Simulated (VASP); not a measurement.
# Ti (I4/mmm) in VASP: a series of runs

Runs on Ti. Level: PBE. Tasks: single point.

All numbers are computed with VASP 6.6.1; they aren't measurements. Logs are shortened: lines on timing, memory, paths and dates and some standing lists are left out, and cuts for length are marked.

## Step 1: The cell of the first run

It takes space group I4/mmm (No. 139, tetragonal). Conventional cell: a = 3.256 Å, b = 3.256 Å, c = 3.093 Å, α = 90.00°, β = 90.00°, γ = 90.00°. Within 3.7 Å of Ti (site symmetry 4/mmm) lie 14 Ti at 2.77 to 3.26 Å.

## Step 2: Single point, PBE (strain -0.0500 x Voigt [1, 0, 0, 0, 0, 0])

Contents of INCAR:

```
  PREC = Accurate
  ENCUT = 520
  EDIFF = 1E-6
  ISMEAR = 0
  SIGMA = 0.15
  LREAL = F
  LASPH = T
  NELM = 60
  ALGO = Fast
  ISIF = 2
  LWAVE = F
  LCHARG = F
  GGA = PE
  NBANDS = 12
```

Contents of KPOINTS:

```
regular mesh
0
Gamma
  26 26 26
```

Contents of POSCAR:

```
Ti
1.0
   -1.5463651254      1.6277527636      1.6277527636
    1.5463651254     -1.6277527636      1.6277527636
    1.5463651254      1.6277527636     -1.6277527636
Ti
1
Direct
    0.0000000000      0.0000000000      0.0000000000
```

Potentials or basis: VASP PAW PBE potentials, release 64 (Ti_sv).

The run is started by

```bash
> cat potpaw_PBE.64/Ti_sv/POTCAR > POTCAR
> mpirun -np 1 vasp_std > vasp.out
```

OUTCAR:

```text
PREC = Accurate
   ENCUT = 520
   EDIFF = 1E-6
   ISMEAR = 0
   LREAL = F
   LASPH = T
   NELM = 60
   ISIF = 2
   GGA = PE

 ion  position               nearest neighbor table
   1  0.000  0.000  0.000-

  LATTYP: Found a body centered tetragonal cell.
 ALAT       =     3.2555055272
 C/A-ratio  =     0.9500000000

  Lattice vectors:

 A1 = (  -1.5463651254,   1.6277527636,  -1.6277527636)
 A2 = (  -1.5463651254,  -1.6277527636,   1.6277527636)
 A3 = (   1.5463651254,   1.6277527636,   1.6277527636)

Analysis of symmetry for initial positions (statically):
=====================================================================
 Subroutine PRICEL returns:
 Original cell was already a primitive cell.

 Routine SETGRP: Setting up the symmetry group for a
 body centered tetragonal supercell.

 Subroutine GETGRP returns: Found 16 space group operations
 (whereof 16 operations were pure point group operations)
 out of a pool of 16 trial point group operations.

The static configuration has the point symmetry D_4h.

Analysis of symmetry for dynamics (positions and initial velocities):
=====================================================================
 Subroutine PRICEL returns:
 Original cell was already a primitive cell.

 Routine SETGRP: Setting up the symmetry group for a
 body centered tetragonal supercell.

 Subroutine GETGRP returns: Found 16 space group operations
 (whereof 16 operations were pure point group operations)
 out of a pool of 16 trial point group operations.

The dynamic configuration has the point symmetry D_4h.

 Subroutine INISYM returns: Found 16 space group operations
 (whereof 16 operations are pure point group operations),
 and found     1 'primitive' translations

----------------------------------------------------------------------------------------

                                     Primitive cell

  volume of cell :      16.3889

  direct lattice vectors                    reciprocal lattice vectors
    -1.546365125  1.627752764  1.627752764     0.000000000  0.307171956  0.307171956
     1.546365125 -1.627752764  1.627752764     0.323338901  0.000000000  0.307171956
     1.546365125  1.627752764 -1.627752764     0.323338901  0.307171956  0.000000000

  length of vectors
     2.773157626  2.773157626  2.773157626     0.434406746  0.445985039  0.445985039

  position of ions in fractional coordinates (direct lattice)
     0.000000000  0.000000000  0.000000000

  ion indices of the primitive-cell ions
   primitive index   ion index
                 1           1

----------------------------------------------------------------------------------------

 KPOINTS: regular mesh

Automatic generation of k-mesh.
 Grid dimensions read from file:
 generate k-points for:   26   26   26

 Generating k-lattice:

  Cartesian coordinates                     Fractional coordinates (reciprocal lattice)
     0.000000000  0.011814306  0.011814306     0.038461538  0.000000000  0.000000000
     0.012436112  0.000000000  0.011814306     0.000000000  0.038461538  0.000000000
     0.012436112  0.011814306  0.000000000     0.000000000  0.000000000  0.038461538

  Length of vectors
     0.016707952  0.017153271  0.017153271

  Shift w.r.t. Gamma in fractional coordinates (k-lattice)
     0.000000000  0.000000000  0.000000000

 Subroutine IBZKPT returns following result:
 ===========================================

 Found   1330 irreducible k-points:

 Following reciprocal coordinates:
            Coordinates               Weight
  0.000000  0.000000  0.000000      1.000000
  0.038462  0.000000  0.000000      4.000000
  0.076923  0.000000  0.000000      4.000000
  0.115385  0.000000  0.000000      4.000000
  0.153846  0.000000  0.000000      4.000000
  0.192308  0.000000  0.000000      4.000000
[... 16 lines left out ...]
  0.307692  0.038462  0.000000     16.000000
  0.346154  0.038462  0.000000     16.000000
 [... further k-points ...]
   k-points           NKPTS =   1330   k-points in BZ     NKDIM =   1330   number of bands    NBANDS=     12
   number of dos      NEDOS =    301   number of ions     NIONS =      1
   total plane-waves  NPLWV =  13824
   dimension x,y,z NGX =    24 NGY =   24 NGZ =   24
   dimension x,y,z NGXF=    48 NGYF=   48 NGZF=   48
   ions per type =               1
   NGX,Y,Z   is equivalent  to a cutoff of  14.39, 14.39, 14.39 a.u.
   NGXF,Y,Z  is equivalent  to a cutoff of  28.78, 28.78, 28.78 a.u.
 SYSTEM =  unknown system
   PREC   = accura    normal or accurate (medium, high low for compatibility)
   ISTART =      0    job   : 0-new  1-cont  2-samecut
   ICHARG =      2    charge: 1-file 2-atom 10-const
   ISPIN  =      1    spin polarized calculation?
   LNONCOLLINEAR =      F non collinear calculations
   LSORBIT =      F    spin-orbit coupling
   LASPH  =      T    aspherical Exc in radial PAW
   ENCUT  =  520.0 eV  38.22 Ry    6.18 a.u.   5.16  5.16  5.16*2*pi/ulx,y,z
   NELM   =     60;   NELMIN=  2; NELMDL= -5     # of ELM steps
   EDIFF  = 0.1E-05   stopping-criterion for ELM
   LREAL  =      F    real-space projection
   EDIFFG = 0.1E-04   stopping-criterion for IOM
   NSW    =      0    number of steps for IOM
   IBRION =     -1    ionic relax: 0-MD 1-quasi-New 2-CG
   NFREE  =      0    steps in history (QN), initial steepest desc. (CG)
   ISIF   =      2    stress and relaxation
   ISYM   =      2    0-nonsym 1-usesym 2-fastsym
   POTIM  = 0.5000    time-step for ionic-motion
   TEBEG  =    0.0;   TEEND  =   0.0 temperature during run
   PSTRESS=    0.0 pullay stress
   NELECT =      12.0000    total number of electrons
   NUPDOWN=      -1.0000    fix difference up-down
   EMIN   =  10.00;   EMAX   =-10.00  energy-range for DOS
   EFERMI =   0.00;   METHOD = LEGACY
   ISMEAR =     0;   SIGMA  =   0.15  broadening in eV -4-tet -1-fermi 0-gaus
   EFERMI_NEDOS =   21; number of points for ismear=-14 and -15
   IALGO  =     68    algorithm
   IMIX   =      4    mixing-type and parameters
     AMIX     =   0.40;   BMIX     =  1.00
     AMIX_MAG =   1.60;   BMIX_MAG =  1.00
  volume/ion in A,a.u.               =      16.39       110.60
  Fermi-wavevector in a.u.,A,eV,Ry     =   1.475544  2.788375 29.623029  2.177231
  Thomas-Fermi vector in A             =   2.590181
   LORBIT       =      0    0 simple, 1 ext, 2 COOP (PROOUT), +10 PAW based schemes
   GGA     = PE    functional components
   LHFCALC =     F    Hartree Fock is set to
   AEXX    =    0.0000 exact exchange contribution
   IVDW    =     0    specifies the selected vdW correction
   LEPSILON=     F    determine dielectric tensor
   LRPA    =     F    only Hartree local field effects (RPA)
 non-spin polarized calculation
 RMM-DIIS sequential band-by-band and
 Gauss-broadening in eV      SIGMA  =   0.15
  energy-cutoff  :      520.00
  volume of cell :       16.39
 maximum number of plane-waves:       457
 NGX is ok and might be reduce to    24
   NGX = 11   NGY = 11   NGZ = 11

 number of electron      12.0000001 magnetization

 Free energy of the ion-electron system (eV)
  ---------------------------------------------------
  ext. energy  EPLUGINS =         0.00000000
  ---------------------------------------------------
  free energy    TOTEN  =        -7.72533511 eV

  energy without entropy =       -7.70111543  energy(sigma->0) =       -7.71322527

 E-fermi :   8.7137     XC(G=0): -11.7693

 val. band max:        8.7131988818   @ k =   0.4615  -0.1154   0.0385
 cond. band min:       8.7139658207   @ k =  -0.4615  -0.4231   0.1154
 fundamental gap:      0.0007669389
 Fermi energy:         8.7136849013

 k-point     1 :       0.0000    0.0000    0.0000
  band No.  band energies     occupation
      1     -47.7206      2.00000
      2     -23.5032      2.00000
      3     -23.5023      2.00000
      4     -23.5023      2.00000
      5       2.6291      2.00000
      6       9.4825      0.00000
      7       9.8909      0.00000
      8       9.8909      0.00000
      9      11.3654      0.00000
     10      11.8478      0.00000
     11      26.2220      0.00000
     12      26.2220      0.00000

 k-point     2 :       0.0385    0.0000    0.0000
  band No.  band energies     occupation
      1     -47.7183      2.00000
      2     -23.5146      2.00000
      3     -23.5066      2.00000
      4     -23.5021      2.00000
      5       2.6811      2.00000
      6       9.4799      0.00000
      7       9.8689      0.00000
      8       9.9292      0.00000
      9      11.3344      0.00000
     10      11.8449      0.00000
     11      26.1632      0.00000
     12      26.2342      0.00000

 k-point     3 :       0.0769    0.0000    0.0000
  band No.  band energies     occupation
      1     -47.7115      2.00000
      2     -23.5509      2.00000
      3     -23.5166      2.00000
      4     -23.5015      2.00000
      5       2.8353      2.00000
      6       9.4677      0.00000
      7       9.8046      0.00000
      8      10.0430      0.00000
      9      11.2514      0.00000
     10      11.8367      0.00000
     11      25.9672      0.00000
     12      26.2528      0.00000
[... 286 lines left out ...]
 k-point    23 :       0.3077    0.0385    0.0000
  band No.  band energies     occupation
      1     -47.6029      2.00000
      2     -24.1042      2.00000
      3     -23.6742      2.00000
      4     -23.4976      2.00000
      5       5.4635      2.00000
      6       8.8840      0.10842
      7       8.9206      0.05108
      8      11.1595      0.00000
      9      11.8355      0.00000
     10      12.1931      0.00000
     11      20.6904      0.00000
     12      24.0244      0.00000

 k-point    24 :       0.3462    0.0385    0.0000
  band No.  band energies     occupation
      1     -47.5870      2.00000
      2     -24.1814      2.00000
      3     -23.6972      2.00000
      4     -23.4964      2.00000
      5       5.7899      2.00000
      6       8.7697      0.59710
      7       9.0282      0.00303
      8      11.2346      0.00000
      9      11.8537      0.00000
     10      12.5769      0.00000
     11      19.7219      0.00000
     12      23.5963      0.00000

 [... further k-points ...]

------------------------ aborting loop because EDIFF is reached ----------------------------------------

  FORCE on cell =-STRESS in cart. coord.  units (eV):
  Direction    XX          YY          ZZ          XY          YZ          ZX
  --------------------------------------------------------------------------------------
  -------------------------------------------------------------------------------------
  Total        0.4771268      0.6314795      0.6314795      0.0000000      0.0000000      0.0000000
  in kB       46.6439667     61.7334996     61.7334996      0.0000000      0.0000000      0.0000000
  external PRESSURE =      56.7036553 kB  Pullay stress =       0.0000000 kB

 VOLUME and BASIS-vectors are now :
 -----------------------------------------------------------------------------
  energy-cutoff  :      520.00
  volume of cell :       16.39
      direct lattice vectors                 reciprocal lattice vectors
    -1.546365125  1.627752764  1.627752764     0.000000000  0.307171956  0.307171956
     1.546365125 -1.627752764  1.627752764     0.323338901  0.000000000  0.307171956
     1.546365125  1.627752764 -1.627752764     0.323338901  0.307171956  0.000000000

 POSITION                                       TOTAL-FORCE (eV/Angst)
 -----------------------------------------------------------------------------------
      0.00000      0.00000      0.00000        -0.000000      0.000000     -0.000000
 -----------------------------------------------------------------------------------
    total drift:                                0.000000      0.000000      0.000000

  FREE ENERGIE OF THE ION-ELECTRON SYSTEM (eV)
  ---------------------------------------------------
  free  energy   TOTEN  =        -7.7253351102 eV

  energy  without entropy=       -7.7011154328  energy(sigma->0) =       -7.71322527
```

Wall time 3.7 min (1 thread of Intel Xeon Platinum 8488C (Sapphire Rapids), shared host); peak memory 0.36 GiB.

Results:

```yaml
Free_energy: -7.7253 eV
Pressure: 5.7 GPa
Band_gap_on_the_k_mesh: zero (bands 6 and 7 overlap by 1.70 eV)
```

Levels at points of the mesh, in eV from the Fermi level:
```csv
k point,band 2,band 3,band 4,band 5,band 6,band 7,band 8,band 9,band 10,band 11
"(0.00, 0.00, 0.00)",-32.22,-32.22,-32.22,-6.08,0.77,1.18,1.18,2.65,3.13,17.51
"(0.50, 0.00, 0.00)",-33.03,-32.45,-32.20,-2.60,-0.14,1.07,2.60,3.16,4.53,9.16
"(0.00, 0.50, 0.00)",-33.02,-32.48,-32.24,-2.61,-0.62,1.45,2.95,3.47,4.58,9.55
"(0.50, 0.50, 0.50)",-32.79,-32.79,-32.71,-2.39,-2.24,4.16,4.16,4.26,8.36,8.36
```

Caveat: the cell differs from its parent crystal (strain -0.0500 x Voigt [1, 0, 0, 0, 0, 0]); the cell stands under pressure.

## Step 3: Single point, PBE (strain -0.0250 x Voigt [1, 0, 0, 0, 0, 0])

Contents of INCAR:

```
  ALGO = Fast
  EDIFF = 1E-7
  ENCUT = 520
  GGA = PE
  ISIF = 2
  ISMEAR = 0
  LASPH = True
  LCHARG = False
  LREAL = False
  LWAVE = False
  NBANDS = 12
  NELM = 60
  PREC = Accurate
  SIGMA = 0.15
```

Contents of KPOINTS:

```
k-points
0
Gamma
  26 26 26
```

Contents of POSCAR:

```
Ti
1.0
   -1.5870589445      1.6277527636      1.6277527636
    1.5870589445     -1.6277527636      1.6277527636
    1.5870589445      1.6277527636     -1.6277527636
Ti
1
Direct
    0.0000000000      0.0000000000      0.0000000000
```

Potentials or basis: VASP PAW PBE potentials, release 64 (Ti_sv).

The run is started by

```bash
> cat potpaw_PBE.64/Ti_sv/POTCAR > POTCAR
> mpirun -np 1 vasp_std > vasp.out
```

It took 5.5 min on 1 thread of Intel Xeon Platinum 8488C (Sapphire Rapids), shared host; peak memory 0.37 GiB.

It converged, with:

* Free energy: -7.7348 eV
* Pressure: 2.6 GPa
* Band gap on the k mesh: zero (bands 6 and 7 overlap by 1.67 eV)

Stress tensor (GPa, compression positive):
```
2.16 0.00 0.00
0.00 2.81 0.00
0.00 0.00 2.81
```

Levels at points of the mesh, in eV from the Fermi level:
```tsv
k point	band 4	band 5	band 6	band 7	band 8	band 9
(0.00, 0.00, 0.00)	-32.29	-6.02	0.89	1.08	1.08	2.72
(0.50, 0.00, 0.00)	-32.29	-2.53	-0.28	1.12	2.69	3.14
(0.00, 0.50, 0.00)	-32.30	-2.53	-0.50	1.30	2.88	3.26
(0.50, 0.50, 0.50)	-32.77	-2.25	-2.18	4.06	4.06	4.10
```

Caveat: the cell differs from its parent crystal (strain -0.0250 x Voigt [1, 0, 0, 0, 0, 0]).

## Step 4: Single point, PBE (strain +0.0250 x Voigt [1, 0, 0, 0, 0, 0])

Contents of INCAR:

```
SYSTEM = Ti
PREC     = Accurate       ! precision mode
ENCUT    = 520            ! plane-wave cutoff, eV
EDIFF    = 1E-6           ! SCF threshold, eV
ISMEAR   = 0              ! smearing method
SIGMA    = 0.15           ! smearing width, eV
LREAL    = .False.        ! projectors in reciprocal space
LASPH    = .True.         ! aspherical terms in the spheres
NELM     = 80             ! most SCF steps
ALGO     = Fast           ! electronic algorithm
ISIF     = 2              ! what is computed and relaxed
LWAVE    = .False.        ! write WAVECAR
LCHARG   = .False.        ! write CHGCAR
GGA      = PE             ! functional
NBANDS   = 12             ! bands
```

Contents of KPOINTS:

```
Automatic mesh
0
Gamma
  26 26 26
  0 0 0
```

Contents of POSCAR:

```
Ti
1.0
   -1.6684465827      1.6277527636      1.6277527636
    1.6684465827     -1.6277527636      1.6277527636
    1.6684465827      1.6277527636     -1.6277527636
Ti
1
Direct
    0.0000000000      0.0000000000      0.0000000000
```

The run is started by

```bash
> cat potpaw_PBE.64/Ti_sv/POTCAR > POTCAR
> mpirun -np 1 vasp_std > vasp.out
```

Wall time 4.7 min (1 thread of Intel Xeon Platinum 8488C (Sapphire Rapids), shared host); peak memory 0.37 GiB.

It converged, with:

| Property | Result |
| --- | --- |
| Free energy | -7.7344 eV |
| Pressure | -2.7 GPa |
| Band gap on the k mesh | zero (bands 6 and 7 overlap by 1.56 eV) |

Stress tensor (GPa, compression positive):
```
-2.32  0.00  0.00
 0.00 -2.88  0.00
 0.00  0.00 -2.88
```

Levels at points of the mesh, in eV from the Fermi level:
```csv
k point,band 2,band 3,band 4,band 5,band 6,band 7,band 8,band 9,band 10,band 11
"(0.00, 0.00, 0.00)",-32.45,-32.45,-32.45,-5.92,0.92,0.92,1.08,2.58,2.78,17.00
"(0.50, 0.00, 0.00)",-33.08,-32.66,-32.46,-2.41,-0.52,1.19,2.80,3.07,4.18,8.69
"(0.00, 0.50, 0.00)",-33.08,-32.64,-32.45,-2.41,-0.31,1.03,2.58,3.01,4.15,8.51
"(0.50, 0.50, 0.50)",-32.90,-32.87,-32.87,-2.08,-2.01,3.80,3.84,3.84,7.77,8.46
```

Caveat: the cell differs from its parent crystal (strain +0.0250 x Voigt [1, 0, 0, 0, 0, 0]).

## Step 5: Single point, PBE (strain +0.0500 x Voigt [1, 0, 0, 0, 0, 0])

Contents of INCAR:

```
PREC     = Accurate       # precision mode
ENCUT    = 520            # plane-wave cutoff, eV
EDIFF    = 1E-6           # SCF threshold, eV
ISMEAR   = 0              # smearing method
SIGMA    = 0.15           # smearing width, eV
LREAL    = False          # projectors in reciprocal space
LASPH    = True           # aspherical terms in the spheres
NELM     = 100            # most SCF steps
ALGO     = Fast           # electronic algorithm
ISIF     = 2              # what is computed and relaxed
LWAVE    = False          # write WAVECAR
LCHARG   = False          # write CHGCAR
GGA      = PE             # functional
NBANDS   = 12             # bands
```

Contents of KPOINTS:

```
Automatic mesh
0
Gamma
  26 26 26
```

Contents of POSCAR:

```
Ti
1.0
   -1.7091404018      1.6277527636      1.6277527636
    1.7091404018     -1.6277527636      1.6277527636
    1.7091404018      1.6277527636     -1.6277527636
Ti
1
Direct
    0.0000000000      0.0000000000      0.0000000000
```

The run is started by

```bash
> cat potpaw_PBE.64/Ti_sv/POTCAR > POTCAR
> mpirun -np 1 vasp_std > vasp.out
```

Wall time 5.2 min (1 thread of Intel Xeon Platinum 8488C (Sapphire Rapids), shared host); peak memory 0.38 GiB.

It converged, with:

| Quantity | Value |
| --- | --- |
| Free energy | -7.7260 eV |
| Pressure | -4.9 GPa |
| Band gap on the k mesh | zero (bands 6 and 7 overlap by 1.55 eV) |

Stress tensor (GPa, compression positive):
```
-4.13  0.00  0.00
 0.00 -5.25  0.00
 0.00  0.00 -5.25
```

Levels at points of the mesh, in eV from the Fermi level:
| k point | band 2 | band 3 | band 4 | band 5 | band 6 | band 7 | band 8 | band 9 | band 10 | band 11 |
| --- | --- | --- | --- | --- | --- | --- | --- | --- | --- | --- |
| (0.00, 0.00, 0.00) | -32.53 | -32.53 | -32.53 | -5.87 | 0.84 | 0.84 | 1.16 | 2.41 | 2.77 | 16.58 |
| (0.50, 0.00, 0.00) | -33.11 | -32.73 | -32.55 | -2.35 | -0.62 | 1.23 | 2.82 | 3.02 | 4.06 | 8.54 |
| (0.00, 0.50, 0.00) | -33.12 | -32.71 | -32.53 | -2.36 | -0.23 | 0.91 | 2.39 | 2.94 | 4.00 | 8.19 |
| (0.50, 0.50, 0.50) | -32.97 | -32.92 | -32.92 | -2.04 | -1.91 | 3.65 | 3.73 | 3.73 | 7.16 | 8.49 |

Caveat: the cell differs from its parent crystal (strain +0.0500 x Voigt [1, 0, 0, 0, 0, 0]); the cell stands under tension.

## Step 6: Overview

| cell | further INCAR settings | gap on the mesh (eV) | pressure (GPa) |
| --- | --- | --- | --- |
| a = 2.773 Å, angles 112.2, 108.1, 108.1°, 1 atom | ALGO = Fast; EDIFF = 1e-06; NBANDS = 12 | none | 5.7 |
| a = 2.796 Å, angles 110.8, 108.8, 108.8°, 1 atom | ALGO = Fast; EDIFF = 1e-07; NBANDS = 12 | none | 2.6 |
| a = 2.843 Å, angles 108.1, 110.1, 110.1°, 1 atom | ALGO = Fast; EDIFF = 1e-06; NBANDS = 12 | none | -2.7 |
| a = 2.867 Å, angles 106.8, 110.8, 110.8°, 1 atom | ALGO = Fast; EDIFF = 1e-06; NBANDS = 12 | none | -4.9 |

Alike in all rows: task single point; level PBE; potentials or basis VASP PAW PBE potentials, release 64 (Ti_sv); no spin polarisation; k mesh 26 × 26 × 26; cutoff (eV) 520; smearing gaussian 0.15 eV.

Caveats: the cell stands under pressure (at least some runs); the cell stands under tension (at least some runs).

Absolute energies hang on the potentials; compare differences alone.
